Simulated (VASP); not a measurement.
**Hf2S: single point with r2SCAN**

Hf2S:

```xyz
6
Lattice="3.3743 0.0000 0.0000 -1.6871 2.9222 0.0000 0.0000 0.0000 11.7174" Properties=species:S:1:pos:R:3 pbc="T T T"
Hf    1.6871    0.9741   10.5435
Hf    0.0000    1.9481    4.6848
Hf    1.6871    0.9741    7.0327
Hf    0.0000    1.9481    1.1739
S     0.0000    0.0000    8.7881
S     0.0000    0.0000    2.9294
```

```json
{
  "Program": "VASP 6.6.1",
  "Task": "single point",
  "Functional": "r2SCAN",
  "Potentials or basis": "VASP PAW PBE potentials, release 64 (Hf_pv, S)",
  "Cutoff": "520 eV",
  "k mesh": "12 × 12 × 4",
  "Occupations": "methfessel-paxton, width 0.05 eV",
  "Spin": "no spin polarisation"
}
```

| Item | Value |
| --- | --- |
| Pressure | 0.0 GPa |
| Largest force | 0.038 eV/Å |
| Band gap on the k mesh | zero (bands 26 and 27 overlap by 0.89 eV) |

Forces in eV/Å, atoms in the order of the input:
```
Hf   0.000  0.000 -0.038
Hf   0.000  0.000 -0.038
Hf   0.000  0.000  0.038
Hf   0.000  0.000  0.038
S    0.000  0.000  0.000
S    0.000  0.000  0.000
```

Stress tensor (GPa, compression positive):
```
 0.06  0.00  0.00
 0.00  0.06  0.00
 0.00  0.00 -0.12
```

Levels at points of the mesh, in eV from the Fermi level:
| k point | band 23 | band 24 | band 25 | band 26 | band 27 | band 28 | band 29 | band 30 |
| --- | --- | --- | --- | --- | --- | --- | --- | --- |
| (0.00, 0.00, 0.00) | -1.98 | -0.37 | -0.03 | 0.41 | 0.41 | 0.52 | 0.52 | 0.81 |
| (0.50, 0.00, 0.00) | -2.08 | -1.58 | -1.56 | -1.08 | -0.48 | 0.85 | 1.07 | 2.48 |
| (0.00, 0.00, 0.50) | -1.42 | -1.42 | 0.36 | 0.36 | 0.36 | 0.36 | 1.41 | 1.41 |
| (0.50, 0.00, 0.50) | -1.98 | -1.98 | -1.35 | -1.35 | 0.34 | 0.34 | 1.40 | 1.40 |

Wall time 6.7 min on 1 thread of Intel(R) Xeon(R) 6975P-C (Granite Rapids) (shared host), peak memory 0.39 GiB.

Caveat: the PAW data sets were made with another functional, which shifts forces and pressure a little; spin-orbit coupling is left out, which moves the levels of the heavy elements.
